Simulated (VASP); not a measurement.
# Cu (P6_3/mmc) in VASP: notebook

The runs below take Cu through single point, relaxation of shape and atoms at fixed volume, relaxation of cell and atoms, with PBE.

Program: VASP 6.6.1. These are calculated values, not measurements. Logs are shortened: lines on timing, memory, paths and dates and some standing lists are left out, and cuts for length are marked.

## 1. The cell of the first run

Symmetry: P6_3/mmc, No. 194, hexagonal system. The conventional cell has a = 2.581 Å, b = 2.581 Å, c = 4.235 Å, α = 90.00°, β = 90.00°, γ = 120.00°. Within 3.4 Å of Cu (site symmetry -6m2) lie 12 Cu at 2.58 to 2.59 Å.

## 2. Single point, PBE (volume scaled by 1.02, then relaxed in part)

Input file INCAR:

```
PREC     = Accurate       # precision mode
ENCUT    = 520            # plane-wave cutoff, eV
EDIFF    = 1E-6           # SCF threshold, eV
ISMEAR   = -1             # smearing method
SIGMA    = 0.15           # smearing width, eV
LREAL    = F              # projectors in reciprocal space
LASPH    = T              # aspherical terms in the spheres
NELM     = 60             # most SCF steps
ALGO     = Fast           # electronic algorithm
ISIF     = 2              # what is computed and relaxed
LWAVE    = F              # write WAVECAR
LCHARG   = F              # write CHGCAR
GGA      = PE             # functional
NBANDS   = 18             # bands
```

Input file KPOINTS:

```
Automatic mesh
0
Gamma
  18 18 10
```

Input file POSCAR:

```
Cu
1.0
    2.5811948298      0.0000000000      0.0000000000
   -1.2905974149      2.2353802947      0.0000000000
    0.0000000000      0.0000000000      4.2349745890
Cu
2
Direct
    0.3333333333      0.6666666667      0.2500000000
    0.6666666667      0.3333333333      0.7500000000
```

Potentials or basis: VASP PAW PBE potentials, release 64 (Cu).

The run is started by

```sh
cat potpaw_PBE.64/Cu/POTCAR > POTCAR
mpirun -np 1 vasp_std > vasp.out
```

OUTCAR:

```text
PREC = Accurate
   ENCUT = 520
   EDIFF = 1E-6
   ISMEAR = -1
   LREAL = F
   LASPH = T
   NELM = 60
   ISIF = 2
   GGA = PE

 ion  position               nearest neighbor table
   1  0.333  0.667  0.250-   2 2.59   2 2.59   2 2.59   2 2.59   2 2.59   2 2.59
   2  0.667  0.333  0.750-   1 2.59   1 2.59   1 2.59   1 2.59   1 2.59   1 2.59

  LATTYP: Found a hexagonal cell.
 ALAT       =     2.5811948298
 C/A-ratio  =     1.6407031891

  Lattice vectors:

 A1 = (   2.5811948298,   0.0000000000,   0.0000000000)
 A2 = (  -1.2905974149,   2.2353802947,   0.0000000000)
 A3 = (   0.0000000000,   0.0000000000,   4.2349745890)

Analysis of symmetry for initial positions (statically):
=====================================================================
 Subroutine PRICEL returns:
 Original cell was already a primitive cell.

 Routine SETGRP: Setting up the symmetry group for a
 hexagonal supercell.

 Subroutine GETGRP returns: Found 24 space group operations
 (whereof 12 operations were pure point group operations)
 out of a pool of 24 trial point group operations.

The static configuration has the point symmetry D_3d.
 The point group associated with its full space group is D_6h.

Analysis of symmetry for dynamics (positions and initial velocities):
=====================================================================
 Subroutine PRICEL returns:
 Original cell was already a primitive cell.

 Routine SETGRP: Setting up the symmetry group for a
 hexagonal supercell.

 Subroutine GETGRP returns: Found 24 space group operations
 (whereof 12 operations were pure point group operations)
 out of a pool of 24 trial point group operations.

The dynamic configuration has the point symmetry D_3d.
 The point group associated with its full space group is D_6h.

 Subroutine INISYM returns: Found 24 space group operations
 (whereof 12 operations are pure point group operations),
 and found     1 'primitive' translations

----------------------------------------------------------------------------------------

                                     Primitive cell

  volume of cell :      24.4356

  direct lattice vectors                    reciprocal lattice vectors
     2.581194830  0.000000000  0.000000000     0.387417481  0.223675587  0.000000000
    -1.290597415  2.235380295  0.000000000     0.000000000  0.447351174  0.000000000
     0.000000000  0.000000000  4.234974589     0.000000000  0.000000000  0.236128926

  length of vectors
     2.581194830  2.581194830  4.234974589     0.447351174  0.447351174  0.236128926

  position of ions in fractional coordinates (direct lattice)
     0.333333333  0.666666667  0.250000000
     0.666666667  0.333333333  0.750000000

  ion indices of the primitive-cell ions
   primitive index   ion index
                 1           1
                 2           2

----------------------------------------------------------------------------------------

 KPOINTS: Automatic mesh

Automatic generation of k-mesh.
 Grid dimensions read from file:
 generate k-points for:   18   18   10

 Generating k-lattice:

  Cartesian coordinates                     Fractional coordinates (reciprocal lattice)
     0.021523193  0.012426422  0.000000000     0.055555556 -0.000000000  0.000000000
     0.000000000  0.024852843  0.000000000     0.000000000  0.055555556  0.000000000
     0.000000000  0.000000000  0.023612893     0.000000000  0.000000000  0.100000000

  Length of vectors
     0.024852843  0.024852843  0.023612893

  Shift w.r.t. Gamma in fractional coordinates (k-lattice)
     0.000000000  0.000000000  0.000000000

 Subroutine IBZKPT returns following result:
 ===========================================

 Found    222 irreducible k-points:

 Following reciprocal coordinates:
            Coordinates               Weight
  0.000000  0.000000  0.000000      1.000000
  0.055556  0.000000  0.000000      6.000000
  0.111111  0.000000  0.000000      6.000000
  0.166667 -0.000000  0.000000      6.000000
  0.222222 -0.000000  0.000000      6.000000
[... 52 lines left out ...]
  band No.  band energies     occupation
      1       0.3520      2.00000
      2       3.0402      2.00000
      3       3.4937      2.00000
      4       3.8394      2.00000
      5       4.2509      2.00000
      6       4.4347      2.00000
[... 10 lines left out ...]
     17      24.2928      0.00000
     18      26.6908      0.00000

 k-point     7 :       0.3333   -0.0000    0.0000
  band No.  band energies     occupation
      1       1.1751      2.00000
      2       3.0115      2.00000
      3       3.2800      2.00000
      4       3.8845      2.00000
      5       4.3265      2.00000
      6       4.3541      2.00000
[... 10 lines left out ...]
     17      22.2642      0.00000
     18      26.1785      0.00000

 k-point     8 :       0.3889    0.0000    0.0000
  band No.  band energies     occupation
      1       1.9057      2.00000
      2       2.9255      2.00000
      3       3.1319      2.00000
      4       4.0008      2.00000
      5       4.2911      2.00000
      6       4.3767      2.00000
[... 10 lines left out ...]
     17      20.6267      0.00000
     18      25.9077      0.00000
[... 229 lines left out ...]
     17      28.7568      0.00000
     18      29.2440      0.00000

 k-point    20 :       0.1667    0.1111    0.0000
  band No.  band energies     occupation
      1      -0.1485      2.00000
      2       3.0520      2.00000
      3       3.6971      2.00000
      4       3.7477      2.00000
      5       4.2787      2.00000
      6       4.3765      2.00000
[... 10 lines left out ...]
     17      27.0871      0.00000
     18      27.7505      0.00000

 k-point    21 :       0.2222    0.1111    0.0000
  band No.  band energies     occupation
      1       0.6073      2.00000
      2       3.1650      2.00000
      3       3.4621      2.00000
      4       3.6891      2.00000
      5       4.2770      2.00000
      6       4.2884      2.00000
[... 10 lines left out ...]
     17      24.8059      0.00000
     18      26.9648      0.00000

 k-point    22 :       0.2778    0.1111    0.0000
  band No.  band energies     occupation
      1       1.4110      2.00000
      2       3.1302      2.00000
      3       3.2814      2.00000
      4       3.7255      2.00000
      5       4.2248      2.00000
      6       4.3461      2.00000
[... 10 lines left out ...]
     17      22.6048      0.00000
     18      26.3481      0.00000

 k-point    23 :       0.3333    0.1111    0.0000
  band No.  band energies     occupation
      1       2.1150      2.00000
      2       3.0385      2.00000
      3       3.1553      2.00000
      4       3.8302      2.00000
      5       4.1903      2.00000
      6       4.4056      2.00000
[... 10 lines left out ...]
     17      20.5874      0.00000
     18      25.9039      0.00000

 k-point    24 :       0.3889    0.1111    0.0000
  band No.  band energies     occupation
      1       2.5497      2.00000
      2       2.9540      2.00000
      3       3.0813      2.00000
      4       3.9868      2.00000
      5       4.1840      2.00000
      6       4.3270      2.00000
[... 10 lines left out ...]
     17      18.9148      0.00000
     18      25.6340      0.00000

 [... further k-points ...]
[... 5 lines left out ...]
  --------------------------------------------------------------------------------------
  -------------------------------------------------------------------------------------
  Total       -0.2548963     -0.2548963     -0.2583811      0.0000000     -0.0000000      0.0000000
  in kB      -16.7128741    -16.7128741    -16.9413600      0.0000000     -0.0000000      0.0000000
  external PRESSURE =     -16.7890361 kB  Pullay stress =       0.0000000 kB

 VOLUME and BASIS-vectors are now :
 -----------------------------------------------------------------------------
  energy-cutoff  :      520.00
  volume of cell :       24.44
      direct lattice vectors                 reciprocal lattice vectors
     2.581194830  0.000000000  0.000000000     0.387417481  0.223675587  0.000000000
    -1.290597415  2.235380295  0.000000000     0.000000000  0.447351174  0.000000000
     0.000000000  0.000000000  4.234974589     0.000000000  0.000000000  0.236128926

 POSITION                                       TOTAL-FORCE (eV/Angst)
 -----------------------------------------------------------------------------------
     -0.00000      1.49025      1.05874        -0.000000      0.000000      0.000000
      1.29060      0.74513      3.17623         0.000000      0.000000      0.000000
 -----------------------------------------------------------------------------------
    total drift:                               -0.000000      0.000000     -0.000000

  FREE ENERGIE OF THE ION-ELECTRON SYSTEM (eV)
  ---------------------------------------------------
  free  energy   TOTEN  =        -7.4608776903 eV

  energy  without entropy=       -7.4109501334  energy(sigma->0) =       -7.43591391
```

Run time: 73 s. Hardware: 1 thread of Intel Xeon 6975P-C, shared host; peak memory 0.2 GiB.

Results:

```yaml
Free_energy: -7.4609 eV
Pressure: -1.7 GPa
Band_gap_on_the_k_mesh: zero (band 11 reaches 11.16 eV, above the bottom of band 12 at 5.26 eV)
```

Levels at points of the mesh, in eV from the Fermi level:
```csv
k point,band 9,band 10,band 11,band 12,band 13,band 14
"(0.00, 0.00, 0.00)",-2.39,-1.69,-1.69,-0.93,3.53,21.15
"(0.50, 0.00, 0.00)",-1.57,-1.51,0.03,1.51,7.60,7.89
"(0.00, 0.00, 0.50)",-1.90,-1.90,-1.90,-1.90,12.06,12.06
"(0.50, 0.00, 0.50)",-1.54,-1.54,0.55,0.55,4.67,4.67
```

Caveat: the cell differs from its parent crystal (volume scaled by 1.02, then relaxed in part).

## 3. Relaxation of shape and atoms at fixed volume, PBE (volume scaled by 0.98)

Input file INCAR:

```
ALGO = Fast
EDIFF = 1E-6
EDIFFG = -0.001
ENCUT = 600
GGA = PE
IBRION = 2
ISIF = 4
ISMEAR = -1
LASPH = True
LCHARG = False
LREAL = False
LWAVE = False
NELM = 80
NSW = 80
PREC = Accurate
SIGMA = 0.15
```

Input file KPOINTS:

```
k-points
0
Gamma
  18 18 10
```

Input file POSCAR:

```
Cu
1.0
    2.5470458921      0.0000000000      0.0000000000
   -1.2735229460      2.2058064472      0.0000000000
    0.0000000000      0.0000000000      4.1787341825
Cu
2
Direct
    0.3333333333      0.6666666667      0.2500000000
    0.6666666667      0.3333333333      0.7500000000
```

Potentials or basis: VASP PAW PBE potentials, release 64 (Cu).

The run is started by

```sh
cat potpaw_PBE.64/Cu/POTCAR > POTCAR
mpirun -np 1 vasp_std > vasp.out
```

It took 2.1 min on 1 thread of Intel Xeon 6975P-C, shared host; peak memory 0.21 GiB.

The run converged. Its results:

| Property | Result |
| --- | --- |
| Free energy | -7.4568 eV |
| Energy gained by relaxing | 0.0 meV/atom |
| Ionic steps | 5 |
| Pressure after relaxing | 3.5 GPa |
| Band gap on the k mesh | zero (band 11 reaches 11.74 eV, above the bottom of band 12 at 5.69 eV) |

Final structure:
```
Cu
1.0
     2.54745    0.00000    0.00000
    -1.27373    2.20616    0.00000
     0.00000    0.00000    4.17740
Cu
2
Direct
  0.33333 0.66667 0.25000
  0.66667 0.33333 0.75000
```

Levels at points of the mesh, in eV from the Fermi level:
```csv
k point,band 8,band 9,band 10,band 11,band 12,band 13,band 14,band 15
"(0.00, 0.00, 0.00)",-2.47,-2.47,-1.73,-1.73,-1.04,3.74,21.47,21.94
"(0.50, 0.00, 0.00)",-1.63,-1.60,-1.54,0.02,1.59,7.78,8.13,10.69
"(0.00, 0.00, 0.50)",-3.02,-1.96,-1.96,-1.96,-1.96,12.40,12.40,22.16
"(0.50, 0.00, 0.50)",-1.90,-1.57,-1.57,0.50,0.50,4.89,4.89,16.22
```

Caveat: the cell differs from its parent crystal (volume scaled by 0.98).

## 4. Relaxation of cell and atoms, PBE

This run uses another cell than the first one, of 11.97 Å³/atom, 0.980 times its volume.

Input file INCAR:

```
  PREC = Accurate
  ENCUT = 600
  EDIFF = 1E-6
  ISMEAR = -1
  SIGMA = 0.15
  LREAL = F
  LASPH = T
  NELM = 80
  ALGO = Normal
  ISIF = 3
  LWAVE = F
  LCHARG = F
  GGA = PE
  IBRION = 2
  NSW = 80
  EDIFFG = -0.001
```

Input file KPOINTS:

```
Automatic mesh
0
Gamma
  18 18 10
```

Input file POSCAR:

```
Cu
1.0
    2.5680103728      0.0000000000      0.0000000000
   -1.2840051864      2.2239622200      0.0000000000
    0.0000000000      0.0000000000      4.1935281577
Cu
2
Direct
    0.3333333333      0.6666666667      0.2500000000
    0.6666666667      0.3333333333      0.7500000000
```

The run is started by

```sh
cat potpaw_PBE.64/Cu/POTCAR > POTCAR
mpirun -np 1 vasp_std > vasp.out
```

Run time: 9.5 min. Hardware: 1 thread of Intel Xeon 6975P-C, shared host; peak memory 0.23 GiB.

The run converged. Its results:

```
Free energy                            : -7.4632 eV
Relaxed volume                         : 12.03 Å³/atom
Relaxed cell                           : a = 2.568 Å, b = 2.568 Å, c = 4.213 Å, α = 90.00°, β = 90.00°, γ = 120.00°
Space group after relaxing (to 0.05 Å) : P6_3/mmc (No. 194)
Energy gained by relaxing              : 0.2 meV/atom
Ionic steps                            : 35
Pressure after relaxing                : 0.0 GPa
Band gap on the k mesh                 : zero (band 11 reaches 11.39 eV, above the bottom of band 12 at 5.42 eV)
```

Step by step:
```tsv
step	energy change (eV)	largest force (eV/Å)	pressure (GPa)	volume (Å³)
1	0.0000	0.0000	0.88	23.95
2	-0.0001	0.0000	-0.66	24.18
3	-0.0003	0.0000	-0.02	24.06
4	-0.0003	0.0000	-0.04	24.08
5	-0.0003	0.0000	-0.23	24.10
6	-0.0003	0.0000	-0.12	24.08
7	-0.0004	0.0000	0.01	24.07
8	-0.0004	0.0000	0.00	24.07
9	-0.0004	0.0000	-0.24	24.07
10	-0.0004	0.0000	-0.09	24.07
11	-0.0004	0.0000	0.08	24.05
12	-0.0004	0.0000	0.08	24.06
13	-0.0004	0.0000	0.00	24.06
14	-0.0004	0.0000	-0.10	24.06
15	-0.0004	0.0000	0.02	24.05
16	-0.0004	0.0000	0.08	24.05
17	-0.0004	0.0000	0.05	24.06
18	-0.0004	0.0000	0.02	24.06
19	-0.0004	0.0000	-0.01	24.06
20	-0.0004	0.0000	0.29	24.06
21	-0.0004	0.0000	-0.23	24.06
22	-0.0004	0.0000	0.11	24.06
23	-0.0004	0.0000	-0.04	24.06
24	-0.0004	0.0000	0.00	24.06
25	-0.0004	0.0000	0.46	24.06
26	-0.0004	0.0000	-0.38	24.06
27	-0.0004	0.0000	0.22	24.06
28	-0.0004	0.0000	-0.05	24.06
29	-0.0004	0.0000	0.03	24.06
30	-0.0004	0.0000	-0.65	24.06
31	-0.0004	0.0000	0.58	24.06
32	-0.0004	0.0000	-0.25	24.06
33	-0.0004	0.0000	0.07	24.06
34	-0.0004	0.0000	0.00	24.06
35	-0.0004	0.0000	0.00	24.06
```

Final structure:
```cif
data_structure
_symmetry_space_group_name_H-M 'P 1'
_symmetry_Int_Tables_number 1
_cell_length_a 2.5680
_cell_length_b 2.5680
_cell_length_c 4.2127
_cell_angle_alpha 90.000
_cell_angle_beta 90.000
_cell_angle_gamma 120.000
_cell_volume 24.06
loop_
_atom_site_label
_atom_site_type_symbol
_atom_site_fract_x
_atom_site_fract_y
_atom_site_fract_z
_atom_site_occupancy
Cu1 Cu 0.33333 0.66667 0.25000 1
Cu2 Cu 0.66667 0.33333 0.75000 1
```

Levels at points of the mesh, in eV from the Fermi level:
```
           k point  band 7  band 8  band 9  band 10  band 11  band 12  band 13  band 14  band 15
(0.00, 0.00, 0.00)   -2.71   -2.42   -2.42    -1.71    -1.71    -0.97     3.61    21.28    21.57
(0.50, 0.00, 0.00)   -2.68   -1.61   -1.58    -1.52     0.02     1.55     7.67     7.98    10.54
(0.00, 0.00, 0.50)   -2.94   -2.94   -1.92    -1.92    -1.92    -1.92    12.19    12.19    21.96
(0.50, 0.00, 0.50)   -1.86   -1.86   -1.55    -1.55     0.53     0.53     4.76     4.76    15.97
```

## 5. Single point, PBE (strained)

Input file INCAR:

```
SYSTEM = Cu
ALGO     = Normal         ! electronic algorithm
EDIFF    = 1E-7           ! SCF threshold, eV
ENCUT    = 520            ! plane-wave cutoff, eV
GGA      = PE             ! functional
ISIF     = 2              ! what is computed and relaxed
ISMEAR   = 0              ! smearing method
LASPH    = .TRUE.         ! aspherical terms in the spheres
LCHARG   = .TRUE.         ! write CHGCAR
LELF     = .TRUE.         ! ELF
LREAL    = .FALSE.        ! projectors in reciprocal space
LVHAR    = .TRUE.       
LWAVE    = .FALSE.        ! write WAVECAR
NBANDS   = 18             ! bands
NELM     = 80             ! most SCF steps
PREC     = Accurate       ! precision mode
SIGMA    = 0.1            ! smearing width, eV
```

Input file KPOINTS:

```
k-points
0
G
  18 18 10
  0 0 0
```

Input file POSCAR:

```
Cu
1.0
    2.4015380730      0.0000000000      0.0000000000
   -1.2007690365      2.0797929794      0.0000000000
    0.0000000000      0.0000000000      4.1441966710
Cu
2
Direct
    0.3333333300      0.6666666700      0.2500000000
    0.6666666700      0.3333333300      0.7500000000
```

The run is started by

```sh
cat potpaw_PBE.64/Cu/POTCAR > POTCAR
mpirun -np 1 vasp_std > vasp.out
```

It took 2.1 min on 1 thread of AMD EPYC 7R13, shared host; peak memory 0.15 GiB.

It converged, with:

* Free energy: -7.1302 eV
* Pressure: 30.6 GPa
* Band gap on the k mesh: zero (band 11 reaches 14.05 eV, above the bottom of band 12 at 7.19 eV)

Stress tensor (GPa, compression positive):
```
35.69  0.00  0.00
 0.00 35.69  0.00
 0.00  0.00 20.38
```

Levels at points of the mesh, in eV from the Fermi level:
| k point | band 8 | band 9 | band 10 | band 11 | band 12 | band 13 | band 14 | band 15 |
| --- | --- | --- | --- | --- | --- | --- | --- | --- |
| (0.00, 0.00, 0.00) | -2.62 | -2.62 | -1.93 | -1.88 | -1.88 | 3.69 | 23.23 | 23.47 |
| (0.50, 0.00, 0.00) | -1.79 | -1.66 | -1.57 | 0.12 | 2.05 | 8.17 | 8.58 | 11.25 |
| (0.00, 0.00, 0.50) | -3.41 | -2.14 | -2.14 | -2.14 | -2.14 | 12.15 | 12.15 | 23.94 |
| (0.50, 0.00, 0.50) | -2.11 | -1.61 | -1.61 | 0.44 | 0.44 | 5.79 | 5.79 | 17.84 |

Caveat: the cell differs from its parent crystal (strained).

## 6. Summary

```tsv
task	cell	cutoff (eV)	smearing	gap on the mesh (eV)	pressure (GPa)
single point	a = 2.581, b = 2.581, c = 4.235 Å, angles 90.0, 90.0, 120.0°, 2 atoms	520	fermi-dirac 0.15 eV	none	-1.7
relaxation of shape and atoms at fixed volume	relaxed from a = 2.547, b = 2.547, c = 4.179 Å, angles 90.0, 90.0, 120.0°, 2 atoms	600	fermi-dirac 0.15 eV	none	3.5
relaxation of cell and atoms	relaxed from a = 2.568, b = 2.568, c = 4.194 Å, angles 90.0, 90.0, 120.0°, 2 atoms	600	fermi-dirac 0.15 eV	none	0.0
single point	a = 2.402, b = 2.402, c = 4.144 Å, angles 90.0, 90.0, 120.0°, 2 atoms	520	gaussian 0.1 eV	none	30.6
```

Alike in all rows: level PBE; potentials or basis VASP PAW PBE potentials, release 64 (Cu); no spin polarisation; k mesh 18 × 18 × 10.

Absolute energies hang on the potentials; compare differences alone.
